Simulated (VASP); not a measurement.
# MgO (Fm-3m) in VASP: notebook

The runs below take MgO through single point, with r2SCAN.

Program: VASP 6.6.1. These are calculated values, not measurements. Logs are shortened: lines on timing, memory, paths and dates and some standing lists are left out, and cuts for length are marked.

## (1) The cell of the first run

The structure is cubic, space group Fm-3m (No. 225). Conventional cell: a = 4.246 Å, b = 4.246 Å, c = 4.246 Å, α = 90.00°, β = 90.00°, γ = 90.00°. Mg (site symmetry m-3m) has 6 O at 2.12 Å within 2.8 Å. O (site symmetry m-3m) has 6 Mg at 2.12 Å within 2.8 Å.

## (2) Single point, r2SCAN (volume changed by +3%)

POSCAR

```
MgO
1.0
    0.0000000000      2.1229823088      2.1229823088
    2.1229823088      0.0000000000      2.1229823088
    2.1229823088      2.1229823088      0.0000000000
Mg O
1 1
Direct
    0.0000000000      0.0000000000      0.0000000000
    0.5000000000      0.5000000000      0.5000000000
```

INCAR.step1

```
  PREC = Accurate
  ENCUT = 520
  ISMEAR = 0
  SIGMA = 0.01
  LREAL = False
  LASPH = True
  NELM = 100
  NBANDS = 11
  GGA = PE
  ALGO = Normal
  EDIFF = 1E-4
  LWAVE = True
  LCHARG = False
```

INCAR.step2

```
  PREC = Accurate
  ENCUT = 520
  EDIFF = 1E-6
  ISMEAR = 0
  SIGMA = 0.01
  LREAL = False
  LASPH = True
  NELM = 100
  ALGO = Normal
  ISIF = 2
  LWAVE = False
  LCHARG = True
  METAGGA = R2SCAN
  LMIXTAU = True
  LELF = True
  LVHAR = True
  NBANDS = 11
  ISTART = 1
```

KPOINTS

```
Automatic mesh
0
Gamma
  8 8 8
```

Potentials or basis: VASP PAW PBE potentials, release 64 (Mg, O).

The run is started by

```bash
> cat potpaw_PBE.64/Mg/POTCAR potpaw_PBE.64/O/POTCAR > POTCAR
> cp INCAR.step1 INCAR
> mpirun -np 1 vasp_std > vasp.out
> cp INCAR.step2 INCAR
> mpirun -np 1 vasp_std > vasp.out
```

OUTCAR:

```text
PREC = Accurate
   ENCUT = 520
   EDIFF = 1E-6
   ISMEAR = 0
   LREAL = False
   LASPH = True
   NELM = 100
   ISIF = 2
   METAGGA = R2SCAN
   ISTART = 1

 ion  position               nearest neighbor table
   1  0.000  0.000  0.000-   2 2.12   2 2.12   2 2.12   2 2.12   2 2.12   2 2.12
   2  0.500  0.500  0.500-   1 2.12   1 2.12   1 2.12   1 2.12   1 2.12   1 2.12

  LATTYP: Found a face centered cubic cell.
 ALAT       =     4.2459646176

  Lattice vectors:

 A1 = (   0.0000000000,   2.1229823088,   2.1229823088)
 A2 = (   2.1229823088,   0.0000000000,   2.1229823088)
 A3 = (   2.1229823088,   2.1229823088,   0.0000000000)

Analysis of symmetry for initial positions (statically):
=====================================================================
 Subroutine PRICEL returns:
 Original cell was already a primitive cell.

 Routine SETGRP: Setting up the symmetry group for a
 face centered cubic supercell.

 Subroutine GETGRP returns: Found 48 space group operations
 (whereof 48 operations were pure point group operations)
 out of a pool of 48 trial point group operations.

The static configuration has the point symmetry O_h .

Analysis of symmetry for dynamics (positions and initial velocities):
=====================================================================
 Subroutine PRICEL returns:
 Original cell was already a primitive cell.

 Routine SETGRP: Setting up the symmetry group for a
 face centered cubic supercell.

 Subroutine GETGRP returns: Found 48 space group operations
 (whereof 48 operations were pure point group operations)
 out of a pool of 48 trial point group operations.

The dynamic configuration has the point symmetry O_h .

 Subroutine INISYM returns: Found 48 space group operations
 (whereof 48 operations are pure point group operations),
 and found     1 'primitive' translations

----------------------------------------------------------------------------------------

                                     Primitive cell

  volume of cell :      19.1368

  direct lattice vectors                    reciprocal lattice vectors
     0.000000000  2.122982309  2.122982309    -0.235517742  0.235517742  0.235517742
     2.122982309  0.000000000  2.122982309     0.235517742 -0.235517742  0.235517742
     2.122982309  2.122982309  0.000000000     0.235517742  0.235517742 -0.235517742

  length of vectors
     3.002350374  3.002350374  3.002350374     0.407928695  0.407928695  0.407928695

  position of ions in fractional coordinates (direct lattice)
     0.000000000  0.000000000  0.000000000
     0.500000000  0.500000000  0.500000000

  ion indices of the primitive-cell ions
   primitive index   ion index
                 1           1
                 2           2

----------------------------------------------------------------------------------------

 KPOINTS: Automatic mesh

Automatic generation of k-mesh.
 Grid dimensions read from file:
 generate k-points for:    8    8    8

 Generating k-lattice:

  Cartesian coordinates                     Fractional coordinates (reciprocal lattice)
    -0.029439718  0.029439718  0.029439718     0.125000000  0.000000000  0.000000000
     0.029439718 -0.029439718  0.029439718     0.000000000  0.125000000  0.000000000
     0.029439718  0.029439718 -0.029439718     0.000000000  0.000000000  0.125000000

  Length of vectors
     0.050991087  0.050991087  0.050991087

  Shift w.r.t. Gamma in fractional coordinates (k-lattice)
     0.000000000  0.000000000  0.000000000

 Subroutine IBZKPT returns following result:
 ===========================================

 Found     29 irreducible k-points:

 Following reciprocal coordinates:
            Coordinates               Weight
  0.000000  0.000000  0.000000      1.000000
  0.125000  0.000000  0.000000      8.000000
  0.250000  0.000000  0.000000      8.000000
  0.375000  0.000000  0.000000      8.000000
  0.500000  0.000000  0.000000      4.000000
  0.125000  0.125000  0.000000      6.000000
[... 16 lines left out ...]
  0.500000  0.250000  0.125000     48.000000
 -0.375000  0.250000  0.125000     24.000000
 [... further k-points ...]
   k-points           NKPTS =     29   k-points in BZ     NKDIM =     29   number of bands    NBANDS=     11
   number of dos      NEDOS =    301   number of ions     NIONS =      2
   total plane-waves  NPLWV =  13824
   dimension x,y,z NGX =    24 NGY =   24 NGZ =   24
   dimension x,y,z NGXF=    48 NGYF=   48 NGZF=   48
   ions per type =               1   1
   NGX,Y,Z   is equivalent  to a cutoff of  13.29, 13.29, 13.29 a.u.
   NGXF,Y,Z  is equivalent  to a cutoff of  26.58, 26.58, 26.58 a.u.
 SYSTEM =  unknown system
   PREC   = accura    normal or accurate (medium, high low for compatibility)
   ISTART =      1    job   : 0-new  1-cont  2-samecut
   ICHARG =      0    charge: 1-file 2-atom 10-const
   ISPIN  =      1    spin polarized calculation?
   LNONCOLLINEAR =      F non collinear calculations
   LSORBIT =      F    spin-orbit coupling
   LASPH  =      T    aspherical Exc in radial PAW
   ENCUT  =  520.0 eV  38.22 Ry    6.18 a.u.   5.58  5.58  5.58*2*pi/ulx,y,z
   NELM   =    100;   NELMIN=  2; NELMDL=  0     # of ELM steps
   EDIFF  = 0.1E-05   stopping-criterion for ELM
   LREAL  =      F    real-space projection
   EDIFFG = 0.1E-04   stopping-criterion for IOM
   NSW    =      0    number of steps for IOM
   IBRION =     -1    ionic relax: 0-MD 1-quasi-New 2-CG
   NFREE  =      0    steps in history (QN), initial steepest desc. (CG)
   ISIF   =      2    stress and relaxation
   ISYM   =      2    0-nonsym 1-usesym 2-fastsym
   POTIM  = 0.5000    time-step for ionic-motion
   TEBEG  =    0.0;   TEEND  =   0.0 temperature during run
   PSTRESS=    0.0 pullay stress
   NELECT =       8.0000    total number of electrons
   NUPDOWN=      -1.0000    fix difference up-down
   EMIN   =  10.00;   EMAX   =-10.00  energy-range for DOS
   EFERMI =   0.00;   METHOD = LEGACY
   ISMEAR =     0;   SIGMA  =   0.01  broadening in eV -4-tet -1-fermi 0-gaus
   EFERMI_NEDOS =   21; number of points for ismear=-14 and -15
   IALGO  =     38    algorithm
   IMIX   =      4    mixing-type and parameters
     AMIX     =   0.40;   BMIX     =  1.00
     AMIX_MAG =   1.60;   BMIX_MAG =  1.00
  volume/ion in A,a.u.               =       9.57        64.57
  Fermi-wavevector in a.u.,A,eV,Ry     =   1.224095  2.313204 20.387086  1.498409
  Thomas-Fermi vector in A             =   2.359182
   LORBIT       =      0    0 simple, 1 ext, 2 COOP (PROOUT), +10 PAW based schemes
   METAGGA = R2SCAN    functional components
   LHFCALC =     F    Hartree Fock is set to
   AEXX    =    0.0000 exact exchange contribution
   IVDW    =     0    specifies the selected vdW correction
   LEPSILON=     F    determine dielectric tensor
   LRPA    =     F    only Hartree local field effects (RPA)
 non-spin polarized calculation
 Gauss-broadening in eV      SIGMA  =   0.01
  energy-cutoff  :      520.00
  volume of cell :       19.14
 maximum number of plane-waves:       534
 NGX is ok and might be reduce to    24
   NGX = 11   NGY = 11   NGZ = 11

 number of electron       8.0000004 magnetization

 Free energy of the ion-electron system (eV)
  ---------------------------------------------------
  ext. energy  EPLUGINS =         0.00000000
  ---------------------------------------------------
  free energy    TOTEN  =       -16.14969010 eV

  energy without entropy =      -16.14969010  energy(sigma->0) =      -16.14969010

 E-fermi :   2.7299     XC(G=0): -11.4718

 val. band max:        2.6019097064   @ k =   0.0000   0.0000   0.0000
 cond. band min:       7.9661635385   @ k =   0.0000   0.0000   0.0000
 fundamental gap:      5.3642538321
 Fermi energy:         2.7299343190

 k-point     1 :       0.0000    0.0000    0.0000
  band No.  band energies     occupation
      1     -15.4778      2.00000
      2       2.6019      2.00000
      3       2.6019      2.00000
      4       2.6019      2.00000
      5       7.9662      0.00000
      6      19.2929      0.00000
      7      19.2929      0.00000
      8      19.2929      0.00000
      9      23.3699      0.00000
     10      25.1117      0.00000
     11      25.1117      0.00000

 k-point     2 :       0.1250    0.0000    0.0000
  band No.  band energies     occupation
      1     -15.3243      2.00000
      2       1.6863      2.00000
      3       2.5003      2.00000
      4       2.5003      2.00000
      5       8.8676      0.00000
      6      17.6274      0.00000
      7      19.6563      0.00000
      8      19.6563      0.00000
      9      24.1123      0.00000
     10      24.1123      0.00000
     11      25.5246      0.00000

 k-point     3 :       0.2500    0.0000    0.0000
  band No.  band energies     occupation
      1     -14.9280      2.00000
      2       0.0135      2.00000
      3       2.2658      2.00000
      4       2.2658      2.00000
      5      10.3565      0.00000
      6      16.0722      0.00000
      7      20.1440      0.00000
      8      20.1440      0.00000
      9      23.7280      0.00000
     10      23.7280      0.00000
     11      25.6664      0.00000

 k-point     4 :       0.3750    0.0000    0.0000
  band No.  band energies     occupation
      1     -14.4873      2.00000
      2      -1.3676      2.00000
      3       2.0444      2.00000
      4       2.0444      2.00000
      5      11.1280      0.00000
      6      15.8791      0.00000
      7      19.9469      0.00000
      8      19.9469      0.00000
      9      24.8979      0.00000
     10      25.1223      0.00000
     11      25.1223      0.00000

 k-point     5 :       0.5000    0.0000    0.0000
  band No.  band energies     occupation
      1     -14.2880      2.00000
      2      -1.9027      2.00000
      3       1.9562      2.00000
      4       1.9562      2.00000
      5      11.2418      0.00000
      6      16.1228      0.00000
      7      19.7689      0.00000
      8      19.7689      0.00000
      9      24.5994      0.00000
     10      26.2535      0.00000
     11      26.2535      0.00000
[... 211 lines left out ...]
 k-point    21 :       0.5000    0.5000    0.0000
  band No.  band energies     occupation
      1     -14.0468      2.00000
      2      -1.4004      2.00000
      3       1.2614      2.00000
      4       1.2614      2.00000
      5      12.5980      0.00000
      6      13.3932      0.00000
      7      16.6231      0.00000
      8      22.5915      0.00000
      9      22.5915      0.00000
     10      28.7787      0.00000
     11      30.5502      0.00000

 k-point    22 :       0.3750    0.2500    0.1250
  band No.  band energies     occupation
      1     -14.6459      2.00000
      2      -0.3402      2.00000
      3       1.4745      2.00000
      4       1.9953      2.00000
      5      11.7908      0.00000
      6      14.9730      0.00000
      7      18.5752      0.00000
      8      21.0838      0.00000
      9      21.6532      0.00000
     10      26.1093      0.00000
     11      29.5451      0.00000

 k-point    23 :       0.5000    0.2500    0.1250
  band No.  band energies     occupation
      1     -14.3001      2.00000
      2      -1.0165      2.00000
      3       0.9155      2.00000
      4       1.7463      2.00000
      5      12.8501      0.00000
      6      15.1326      0.00000
      7      17.4083      0.00000
      8      20.6619      0.00000
      9      23.2618      0.00000
     10      26.0727      0.00000
     11      29.7560      0.00000

 k-point    24 :      -0.3750    0.2500    0.1250
  band No.  band energies     occupation
      1     -14.1478      2.00000
      2      -1.3009      2.00000
      3       0.7135      2.00000
      4       1.6282      2.00000
      5      13.0476      0.00000
      6      15.6959      0.00000
      7      16.9777      0.00000
      8      20.4004      0.00000
      9      24.0754      0.00000
     10      25.7608      0.00000
     11      29.9142      0.00000

 [... further k-points ...]
[... 5 lines left out ...]
  --------------------------------------------------------------------------------------
  -------------------------------------------------------------------------------------
  Total       -0.6877760     -0.6877760     -0.6877760      0.0000000      0.0000000      0.0000000
  in kB      -57.5822302    -57.5822302    -57.5822302      0.0000000      0.0000000      0.0000000
  external PRESSURE =     -57.5822302 kB  Pullay stress =       0.0000000 kB

 VOLUME and BASIS-vectors are now :
 -----------------------------------------------------------------------------
  energy-cutoff  :      520.00
  volume of cell :       19.14
      direct lattice vectors                 reciprocal lattice vectors
     0.000000000  2.122982309  2.122982309    -0.235517742  0.235517742  0.235517742
     2.122982309  0.000000000  2.122982309     0.235517742 -0.235517742  0.235517742
     2.122982309  2.122982309  0.000000000     0.235517742  0.235517742 -0.235517742

 POSITION                                       TOTAL-FORCE (eV/Angst)
 -----------------------------------------------------------------------------------
      0.00000      0.00000      0.00000         0.000000      0.000000      0.000000
      2.12298      2.12298      2.12298         0.000000      0.000000      0.000000
 -----------------------------------------------------------------------------------
    total drift:                               -0.000000     -0.000000      0.000000

  FREE ENERGIE OF THE ION-ELECTRON SYSTEM (eV)
  ---------------------------------------------------
  free  energy   TOTEN  =       -16.1496901024 eV

  energy  without entropy=      -16.1496901024  energy(sigma->0) =      -16.14969010
```

It took 27 s on 1 thread of AMD EPYC 7R13 (Zen 3), shared host; peak memory 0.11 GiB.

What came out:

* Free energy: -16.1497 eV
* Pressure: -5.8 GPa
* Band gap on the k mesh: 5.36 eV, direct

Caveat: the cell differs from its parent crystal (volume changed by +3%); the PAW data sets were made with another functional, which shifts forces and pressure a little.

## (3) Single point, r2SCAN (volume changed by +6%)

POSCAR

```
MgO
1.0
    0.0000000000      2.1433968525      2.1433968525
    2.1433968525      0.0000000000      2.1433968525
    2.1433968525      2.1433968525      0.0000000000
Mg O
1 1
Direct
    0.0000000000      0.0000000000      0.0000000000
    0.5000000000      0.5000000000      0.5000000000
```

INCAR.step1

```
PREC = Accurate
ENCUT = 520
ISMEAR = 0
SIGMA = 0.01
LREAL = F
LASPH = T
NELM = 60
NBANDS = 11
GGA = PE
ALGO = Normal
EDIFF = 1E-4
LWAVE = T
LCHARG = F
```

INCAR.step2

```
PREC = Accurate
ENCUT = 520
EDIFF = 1E-6
ISMEAR = 0
SIGMA = 0.01
LREAL = F
LASPH = T
NELM = 60
ALGO = Normal
ISIF = 2
LWAVE = F
LCHARG = F
METAGGA = R2SCAN
LMIXTAU = T
NBANDS = 11
ISTART = 1
```

KPOINTS

```
regular mesh
0
Gamma
  8 8 8
```

Potentials or basis: VASP PAW PBE potentials, release 64 (Mg, O).

The run is started by

```bash
> cat potpaw_PBE.64/Mg/POTCAR potpaw_PBE.64/O/POTCAR > POTCAR
> cp INCAR.step1 INCAR
> mpirun -np 1 vasp_std > vasp.out
> cp INCAR.step2 INCAR
> mpirun -np 1 vasp_std > vasp.out
```

Run time: 29 s. Hardware: 1 thread of AMD EPYC 7R13 (Zen 3), shared host; peak memory 0.11 GiB.

Results (log left out):

* Free energy: -16.1233 eV
* Pressure: -9.7 GPa
* Band gap on the k mesh: 5.09 eV, direct

Levels at points of the mesh, in eV from the valence-band top:
| k point | band 2 | band 3 | band 4 | band 5 | band 6 | band 7 |
| --- | --- | --- | --- | --- | --- | --- |
| (0.00, 0.00, 0.00) | 0.00 | 0.00 | 0.00 | 5.09 | 16.52 | 16.52 |
| (0.50, 0.00, 0.00) | -4.38 | -0.62 | -0.62 | 8.45 | 13.18 | 16.87 |
| (0.50, 0.50, 0.00) | -3.89 | -1.30 | -1.30 | 9.95 | 10.48 | 13.71 |

Caveat: the cell differs from its parent crystal (volume changed by +6%); the PAW data sets were made with another functional, which shifts forces and pressure a little.

## (4) Single point, r2SCAN

This run uses another cell than the first one, of 9.29 Å³/atom, 0.971 times its volume.

POSCAR

```
MgO
1.0
    0.0000000000      2.1021674163      2.1021674163
    2.1021674163      0.0000000000      2.1021674163
    2.1021674163      2.1021674163      0.0000000000
Mg O
1 1
Direct
    0.0000000000      0.0000000000      0.0000000000
    0.5000000000      0.5000000000      0.5000000000
```

INCAR.step1

```
SYSTEM = MgO
PREC = Accurate
ENCUT = 520
ISMEAR = 0
SIGMA = 0.01
LREAL = .FALSE.
LASPH = .TRUE.
NELM = 60
NBANDS = 11
GGA = PE
ALGO = Normal
EDIFF = 1E-4
LWAVE = .TRUE.
LCHARG = .FALSE.
```

INCAR.step2

```
SYSTEM = MgO
PREC = Accurate
ENCUT = 520
EDIFF = 1E-6
ISMEAR = 0
SIGMA = 0.01
LREAL = .FALSE.
LASPH = .TRUE.
NELM = 60
ALGO = Normal
ISIF = 2
LWAVE = .FALSE.
LCHARG = .FALSE.
METAGGA = R2SCAN
LMIXTAU = .TRUE.
NBANDS = 11
ISTART = 1
```

KPOINTS

```
Automatic mesh
0
G
  10 10 10
  0 0 0
```

The run is started by

```bash
> cat potpaw_PBE.64/Mg/POTCAR potpaw_PBE.64/O/POTCAR > POTCAR
> cp INCAR.step1 INCAR
> mpirun -np 1 vasp_std > vasp.out
> cp INCAR.step2 INCAR
> mpirun -np 1 vasp_std > vasp.out
```

Wall time 43 s (1 thread of AMD EPYC 7R13 (Zen 3), shared host); peak memory 0.12 GiB.

It converged, with:

| Property | Result |
| --- | --- |
| Free energy | -16.1611 eV |
| Pressure | -1.1 GPa |
| Band gap on the k mesh | 5.66 eV, direct |

Levels at points of the mesh, in eV from the valence-band top:
| k point | band 1 | band 2 | band 3 | band 4 | band 5 | band 6 | band 7 | band 8 | band 9 |
| --- | --- | --- | --- | --- | --- | --- | --- | --- | --- |
| (0.00, 0.00, 0.00) | -18.23 | 0.00 | 0.00 | 0.00 | 5.66 | 16.87 | 16.87 | 16.87 | 21.03 |
| (0.50, 0.00, 0.00) | -16.97 | -4.64 | -0.68 | -0.68 | 8.84 | 13.87 | 17.48 | 17.48 | 22.46 |
| (0.50, 0.50, 0.00) | -16.72 | -4.12 | -1.38 | -1.38 | 10.04 | 11.12 | 14.35 | 20.46 | 20.46 |

Caveat: the PAW data sets were made with another functional, which shifts forces and pressure a little. r2SCAN opens gaps a little over a GGA but as a rule still falls short of measured ones.

## (5) The runs side by side

| cell | k mesh | gap on the mesh (eV) | pressure (GPa) |
| --- | --- | --- | --- |
| a = 3.002 Å, angles 60.0°, 2 atoms | 8 × 8 × 8 | 5.36 | -5.8 |
| a = 3.031 Å, angles 60.0°, 2 atoms | 8 × 8 × 8 | 5.09 | -9.7 |
| a = 2.973 Å, angles 60.0°, 2 atoms | 10 × 10 × 10 | 5.66 | -1.1 |

Alike in all rows: task single point; level r2SCAN; potentials or basis VASP PAW PBE potentials, release 64 (Mg, O); no spin polarisation; cutoff (eV) 520; smearing gaussian 0.01 eV.

Caveats: the PAW data sets were made with another functional, which shifts forces and pressure a little.

Absolute energies hang on the potentials; compare differences alone.
